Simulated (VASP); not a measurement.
# NiO in VASP: a series of runs, part 2 of 2

VASP 6.6.1.

## 4. Single point, PBE, collinear spin, ferromagnetic start (strain -0.050 along x and y, -0.025 along z)

Input file INCAR:

```
SYSTEM = NiO
PREC = Accurate
ENCUT = 520
EDIFF = 1E-7
ISMEAR = 0
SIGMA = 0.15
LREAL = .FALSE.
LASPH = .TRUE.
NELM = 150
ALGO = Normal
ISIF = 2
LWAVE = .FALSE.
LCHARG = .TRUE.
ISPIN = 2
MAGMOM = 1.61 0.33
LORBIT = 11
LMAXMIX = 4
GGA = PE
LELF = .TRUE.
LVHAR = .TRUE.
NBANDS = 19
```

Input file KPOINTS:

```
regular mesh
0
G
  20 20 20
  0 0 0
```

Input file POSCAR:

```
NiO
1.0
    0.0000000000      1.9867445000      2.0390272500
    1.9867445000      0.0000000000      2.0390272500
    1.9867445000      1.9867445000      0.0000000000
Ni O
1 1
Direct
    0.0000000000      0.0000000000      0.0000000000
    0.5000000000      0.5000000000      0.5000000000
```

Started as:

```sh
$ cat potpaw_PBE.64/Ni/POTCAR potpaw_PBE.64/O/POTCAR > POTCAR
$ mpirun -np 1 vasp_std > vasp.out
```

It took 17 min on 1 thread of Oxide Virtual Turin-like, shared host; peak memory 0.36 GiB.

The run converged. Its results:

```
Free energy                                           : -11.2354 eV
Pressure                                              : 34.1 GPa
Net moment                                            : 1.15 μB per cell
Site moments                                          : Ni +0.97; O +0.15 μB
Valence electrons inside the program's atomic spheres : Ni 9.28; O 5.03
```

Stress tensor (GPa, compression positive):
```
36.12  0.00  0.00
 0.00 36.12  0.00
 0.00  0.00 29.99
```

Levels at points of the mesh, in eV from the Fermi level:
Spin up:
| k point | band 6 | band 7 | band 8 | band 9 | band 10 | band 11 | band 12 | band 13 |
| --- | --- | --- | --- | --- | --- | --- | --- | --- |
| (0.00, 0.00, 0.00) | -2.93 | -2.92 | -2.75 | -2.75 | 2.21 | 18.11 | 19.83 | 19.87 |
| (0.50, 0.00, 0.00) | -1.84 | -1.29 | 0.67 | 0.86 | 5.74 | 11.11 | 14.45 | 15.10 |
| (0.50, 0.50, 0.00) | -2.53 | -1.66 | -1.48 | -1.48 | 6.99 | 11.02 | 12.99 | 18.23 |
| (0.50, 0.00, 0.50) | -2.45 | -1.65 | -1.51 | -1.49 | 6.94 | 11.38 | 12.63 | 17.64 |
Spin down:
| k point | band 3 | band 4 | band 5 | band 6 | band 7 | band 8 | band 9 | band 10 | band 11 | band 12 |
| --- | --- | --- | --- | --- | --- | --- | --- | --- | --- | --- |
| (0.00, 0.00, 0.00) | -3.46 | -3.35 | -2.38 | -2.20 | -2.20 | -1.27 | -1.24 | 2.45 | 18.08 | 20.00 |
| (0.50, 0.00, 0.00) | -6.12 | -6.05 | -1.18 | -1.14 | -0.72 | 1.99 | 2.20 | 5.86 | 11.44 | 14.65 |
| (0.50, 0.50, 0.00) | -4.85 | -4.85 | -3.54 | -0.87 | -0.87 | -0.77 | 0.07 | 7.30 | 11.27 | 13.20 |
| (0.50, 0.00, 0.50) | -5.07 | -4.84 | -3.50 | -0.90 | -0.88 | -0.70 | 0.09 | 7.25 | 11.59 | 12.84 |

Caveat: the cell differs from its parent crystal (strain -0.050 along x and y, -0.025 along z); a cell with one magnetic atom can't hold antiferromagnetic order, which such compounds often take; semilocal functionals often make such compounds metallic where correlation or magnetic order opens a gap, which also shifts bond lengths.

## 5. Single point, PBE, collinear spin, ferromagnetic start (strain -0.050 along x and y, +0.000 along z)

Input file INCAR:

```
SYSTEM = NiO
  ALGO = Normal
  EDIFF = 1E-7
  ENCUT = 520
  GGA = PE
  ISIF = 2
  ISMEAR = 0
  ISPIN = 2
  LASPH = .TRUE.
  LCHARG = .FALSE.
  LMAXMIX = 4
  LORBIT = 11
  LREAL = .FALSE.
  LWAVE = .FALSE.
  MAGMOM = 1.61 0.33
  NBANDS = 19
  NELM = 150
  PREC = Accurate
  SIGMA = 0.15
```

Input file KPOINTS:

```
k-points
0
G
  20 20 20
  0 0 0
```

Input file POSCAR:

```
NiO
1.0
    0.0000000000      1.9867445000      2.0913100000
    1.9867445000      0.0000000000      2.0913100000
    1.9867445000      1.9867445000      0.0000000000
Ni O
1 1
Direct
    0.0000000000      0.0000000000      0.0000000000
    0.5000000000      0.5000000000      0.5000000000
```

Potentials or basis: VASP PAW PBE potentials, release 64 (Ni, O).

Started as:

```sh
$ cat potpaw_PBE.64/Ni/POTCAR potpaw_PBE.64/O/POTCAR > POTCAR
$ mpirun -np 1 vasp_std > vasp.out
```

OUTCAR:

```text
SYSTEM = NiO
   EDIFF = 1E-7
   ENCUT = 520
   GGA = PE
   ISIF = 2
   ISMEAR = 0
   ISPIN = 2
   LASPH = .TRUE.
   LORBIT = 11
   LREAL = .FALSE.
   NELM = 150
   PREC = Accurate

 ion  position               nearest neighbor table
   1  0.000  0.000  0.000-   2 1.99   2 1.99   2 1.99   2 1.99   2 2.09   2 2.09
   2  0.500  0.500  0.500-   1 1.99   1 1.99   1 1.99   1 1.99   1 2.09   1 2.09

  LATTYP: Found a body centered tetragonal cell.
 ALAT       =     2.8096810169
 C/A-ratio  =     1.4886458551

  Lattice vectors:

 A1 = (  -1.9867445000,   0.0000000000,   2.0913100000)
 A2 = (   1.9867445000,   0.0000000000,   2.0913100000)
 A3 = (   0.0000000000,   1.9867445000,  -2.0913100000)

Analysis of symmetry for initial positions (statically):
=====================================================================
 Subroutine PRICEL returns:
 Original cell was already a primitive cell.

 Routine SETGRP: Setting up the symmetry group for a
 body centered tetragonal supercell.

 Subroutine GETGRP returns: Found 16 space group operations
 (whereof 16 operations were pure point group operations)
 out of a pool of 16 trial point group operations.

The static configuration has the point symmetry D_4h.

Analysis of symmetry for dynamics (positions and initial velocities):
=====================================================================
 Subroutine PRICEL returns:
 Original cell was already a primitive cell.

 Routine SETGRP: Setting up the symmetry group for a
 body centered tetragonal supercell.

 Subroutine GETGRP returns: Found 16 space group operations
 (whereof 16 operations were pure point group operations)
 out of a pool of 16 trial point group operations.

The dynamic configuration has the point symmetry D_4h.

Analysis of structural, dynamic, and magnetic symmetry:
=====================================================================
 Subroutine PRICEL returns:
 Original cell was already a primitive cell.

 Routine SETGRP: Setting up the symmetry group for a
 body centered tetragonal supercell.

 Subroutine GETGRP returns: Found 16 space group operations
 (whereof 16 operations were pure point group operations)
 out of a pool of 16 trial point group operations.

The overall configuration has the point symmetry D_4h.

 Subroutine INISYM returns: Found 16 space group operations
 (whereof 16 operations are pure point group operations),
 and found     1 'primitive' translations

----------------------------------------------------------------------------------------

                                     Primitive cell

  volume of cell :      16.5094

  direct lattice vectors                    reciprocal lattice vectors
     0.000000000  1.986744500  2.091310000    -0.251667993  0.251667993  0.239084593
     1.986744500  0.000000000  2.091310000     0.251667993 -0.251667993  0.239084593
     1.986744500  1.986744500  0.000000000     0.251667993  0.251667993 -0.239084593

  length of vectors
     2.884567771  2.884567771  2.809681017     0.428759839  0.428759839  0.428759839

  position of ions in fractional coordinates (direct lattice)
     0.000000000  0.000000000  0.000000000
     0.500000000  0.500000000  0.500000000

  ion indices of the primitive-cell ions
   primitive index   ion index
                 1           1
                 2           2

[... 60 lines left out ...]
   NGXF,Y,Z  is equivalent  to a cutoff of  27.66, 27.66, 28.40 a.u.
 SYSTEM =  NiO
   PREC   = accura    normal or accurate (medium, high low for compatibility)
   ISTART =      0    job   : 0-new  1-cont  2-samecut
   ICHARG =      2    charge: 1-file 2-atom 10-const
   ISPIN  =      2    spin polarized calculation?
   LNONCOLLINEAR =      F non collinear calculations
   LSORBIT =      F    spin-orbit coupling
   LASPH  =      T    aspherical Exc in radial PAW
   ENCUT  =  520.0 eV  38.22 Ry    6.18 a.u.   5.36  5.36  5.22*2*pi/ulx,y,z
   NELM   =    150;   NELMIN=  2; NELMDL= -5     # of ELM steps
   EDIFF  = 0.1E-06   stopping-criterion for ELM
   LREAL  =      F    real-space projection
   EDIFFG = 0.1E-05   stopping-criterion for IOM
   NSW    =      0    number of steps for IOM
   IBRION =     -1    ionic relax: 0-MD 1-quasi-New 2-CG
   NFREE  =      0    steps in history (QN), initial steepest desc. (CG)
   ISIF   =      2    stress and relaxation
   ISYM   =      2    0-nonsym 1-usesym 2-fastsym
   POTIM  = 0.5000    time-step for ionic-motion
   TEBEG  =    0.0;   TEEND  =   0.0 temperature during run
   PSTRESS=    0.0 pullay stress
   NELECT =      16.0000    total number of electrons
   NUPDOWN=      -1.0000    fix difference up-down
   EMIN   =  10.00;   EMAX   =-10.00  energy-range for DOS
   EFERMI =   0.00;   METHOD = LEGACY
   ISMEAR =     0;   SIGMA  =   0.15  broadening in eV -4-tet -1-fermi 0-gaus
   EFERMI_NEDOS =   21; number of points for ismear=-14 and -15
   IALGO  =     38    algorithm
   IMIX   =      4    mixing-type and parameters
     AMIX     =   0.40;   BMIX     =  1.00
     AMIX_MAG =   1.60;   BMIX_MAG =  1.00
  volume/ion in A,a.u.               =       8.25        55.71
  Fermi-wavevector in a.u.,A,eV,Ry     =   1.620083  3.061513 35.710801  2.624670
  Thomas-Fermi vector in A             =   2.714080
   LORBIT       =     11    0 simple, 1 ext, 2 COOP (PROOUT), +10 PAW based schemes
   GGA     = PE    functional components
   LHFCALC =     F    Hartree Fock is set to
   AEXX    =    0.0000 exact exchange contribution
   IVDW    =     0    specifies the selected vdW correction
   LEPSILON=     F    determine dielectric tensor
   LRPA    =     F    only Hartree local field effects (RPA)
 spin polarized calculation
 Gauss-broadening in eV      SIGMA  =   0.15
  energy-cutoff  :      520.00
  volume of cell :       16.51
 maximum number of plane-waves:       460
 NGX is ok and might be reduce to    24
   NGX = 11   NGY = 11   NGZ = 11

 number of electron      16.0000004 magnetization       1.2844421

 Free energy of the ion-electron system (eV)
  ---------------------------------------------------
  ext. energy  EPLUGINS =         0.00000000
  ---------------------------------------------------
  free energy    TOTEN  =       -11.30127513 eV

  energy without entropy =      -11.28450126  energy(sigma->0) =      -11.29288820

 E-fermi :   9.4902     XC(G=0): -13.2649

 val. band max:        9.4895296499   @ k =   0.4500   0.3000   0.0000
 cond. band min:       9.4926429662   @ k =  -0.4000   0.1500   0.4500
 fundamental gap:      0.0031133163
 Fermi energy:         9.4901735805

 spin component 1

 k-point     1 :       0.0000    0.0000    0.0000
  band No.  band energies     occupation
      1     -12.0204      1.00000
      2       5.8508      1.00000
      3       5.8508      1.00000
      4       6.0044      1.00000
      5       6.4797      1.00000
      6       6.5095      1.00000
[... 517 lines left out ...]
     18      41.2620      0.00000
     19      42.1272      0.00000

 [... further k-points ...]

 spin component 2

 k-point     1 :       0.0000    0.0000    0.0000
  band No.  band energies     occupation
      1     -11.7280      1.00000
      2       6.1748      1.00000
      3       6.1748      1.00000
      4       6.3896      1.00000
      5       7.1102      1.00000
      6       7.4309      1.00000
[... 517 lines left out ...]
     18      41.5573      0.00000
     19      42.4225      0.00000

 [... further k-points ...]
[... 5 lines left out ...]
  --------------------------------------------------------------------------------------
  -------------------------------------------------------------------------------------
  Total        3.1807960      3.1807960      2.1699843      0.0000000      0.0000000     -0.0000000
  in kB      308.6838779    308.6838779    210.5885321      0.0000000      0.0000000     -0.0000000
  external PRESSURE =     275.9854293 kB  Pullay stress =       0.0000000 kB

 VOLUME and BASIS-vectors are now :
 -----------------------------------------------------------------------------
  energy-cutoff  :      520.00
  volume of cell :       16.51
      direct lattice vectors                 reciprocal lattice vectors
     0.000000000  1.986744500  2.091310000    -0.251667993  0.251667993  0.239084593
     1.986744500  0.000000000  2.091310000     0.251667993 -0.251667993  0.239084593
     1.986744500  1.986744500  0.000000000     0.251667993  0.251667993 -0.239084593

 POSITION                                       TOTAL-FORCE (eV/Angst)
 -----------------------------------------------------------------------------------
      0.00000      0.00000      0.00000         0.000000     -0.000000      0.000000
      1.98674      1.98674      2.09131        -0.000000      0.000000     -0.000000
 -----------------------------------------------------------------------------------
    total drift:                                0.000000     -0.000000     -0.000000

  FREE ENERGIE OF THE ION-ELECTRON SYSTEM (eV)
  ---------------------------------------------------
  free  energy   TOTEN  =       -11.3012751275 eV

  energy  without entropy=      -11.2845012630  energy(sigma->0) =      -11.29288820

 total charge

# of ion       s       p       d       tot
------------------------------------------
    1        0.368   0.488   8.366   9.222
    2        1.562   3.459   0.000   5.021
--------------------------------------------------
tot          1.931   3.947   8.366  14.243

 magnetization (x)

# of ion       s       p       d       tot
------------------------------------------
    1        0.012   0.014   1.052   1.078
    2        0.026   0.151   0.000   0.177
--------------------------------------------------
tot          0.038   0.165   1.052   1.255
```

OSZICAR:

```text
N       E                     dE             d eps       ncg     rms          rms(c)
DAV:   1     0.842981099235E+02    0.84298E+02   -0.70644E+03 52754   0.107E+03
DAV:   2    -0.851149805880E+01   -0.92810E+02   -0.81318E+02 50400   0.241E+02
DAV:   3    -0.134129703469E+02   -0.49015E+01   -0.46949E+01 56287   0.556E+01
DAV:   4    -0.134549529479E+02   -0.41983E-01   -0.41938E-01 54970   0.496E+00
DAV:   5    -0.134555543974E+02   -0.60145E-03   -0.60139E-03 56214   0.586E-01    0.168E+01
DAV:   6    -0.121633345147E+02    0.12922E+01   -0.93407E+00 63803   0.583E+01    0.168E+01
DAV:   7    -0.113355995354E+02    0.82773E+00   -0.27693E+00 61364   0.418E+01    0.696E+00
DAV:   8    -0.113036783828E+02    0.31921E-01   -0.15389E-01 63735   0.533E+00    0.358E+00
DAV:   9    -0.113012649482E+02    0.24134E-02   -0.10872E-02 63898   0.106E+00    0.698E-01
DAV:  10    -0.113010011305E+02    0.26382E-03   -0.19130E-03 60581   0.827E-01    0.157E-01
DAV:  11    -0.113011658571E+02   -0.16473E-03   -0.19309E-04 64663   0.250E-01    0.120E-01
DAV:  12    -0.113012592829E+02   -0.93426E-04   -0.14011E-04 62612   0.256E-01    0.423E-02
DAV:  13    -0.113012729345E+02   -0.13652E-04   -0.34288E-05 64682   0.833E-02    0.294E-02
DAV:  14    -0.113012750039E+02   -0.20694E-05   -0.71621E-06 70371   0.480E-02    0.817E-03
DAV:  15    -0.113012752223E+02   -0.21841E-06   -0.12480E-06 63829   0.171E-02    0.309E-03
DAV:  16    -0.113012751275E+02    0.94775E-07   -0.17073E-07 47608   0.469E-03
   1 F= -.11301275E+02 E0= -.11292888E+02  d E =-.167739E-01  mag=     1.2843
```

stdout:

```text
POSCAR found type information on POSCAR NiO
 POSCAR found :  2 types and       2 ions
 scaLAPACK will be used
 LDA part: xc-table for (Slater+PW92), standard interpolation
 POSCAR, INCAR and KPOINTS ok, starting setup
 FFT: planning ... GRIDC
 FFT: planning ... GRID_SOFT
 FFT: planning ... GRID
 WAVECAR not read
 entering main loop
```

Wall time 13 min (1 thread of Oxide Virtual Turin-like, shared host); peak memory 0.36 GiB.

What came out:

```
Free energy                                           : -11.3013 eV
Pressure                                              : 27.6 GPa
Net moment                                            : 1.28 μB per cell
Site moments                                          : Ni +1.08; O +0.18 μB
Valence electrons inside the program's atomic spheres : Ni 9.22; O 5.02
```

Caveat: the cell differs from its parent crystal (strain -0.050 along x and y, +0.000 along z); a cell with one magnetic atom can't hold antiferromagnetic order, which such compounds often take; semilocal functionals often make such compounds metallic where correlation or magnetic order opens a gap, which also shifts bond lengths.

## 6. Overview

```csv
cell,gap on the mesh (eV),pressure (GPa),moment (μB)
"a = 2.810 Å, angles 60.0°, 2 atoms",none,42.2,0.99
"a = 3.105 Å, angles 60.0°, 2 atoms",none,-16.7,1.93
"a = 2.847, b = 2.847, c = 2.810 Å, angles 60.4, 60.4, 59.1°, 2 atoms",none,34.1,1.15
"a = 2.885, b = 2.885, c = 2.810 Å, angles 60.9, 60.9, 58.3°, 2 atoms",none,27.6,1.28
```

Alike in all rows: task single point; level PBE; potentials or basis VASP PAW PBE potentials, release 64 (Ni, O); spin collinear, ferromagnetic start; k mesh 20 × 20 × 20; cutoff (eV) 520; smearing gaussian 0.15 eV.

Caveats: a cell with one magnetic atom can't hold antiferromagnetic order, which such compounds often take; semilocal functionals often make such compounds metallic where correlation or magnetic order opens a gap, which also shifts bond lengths.

Absolute energies hang on the potentials; compare differences alone.
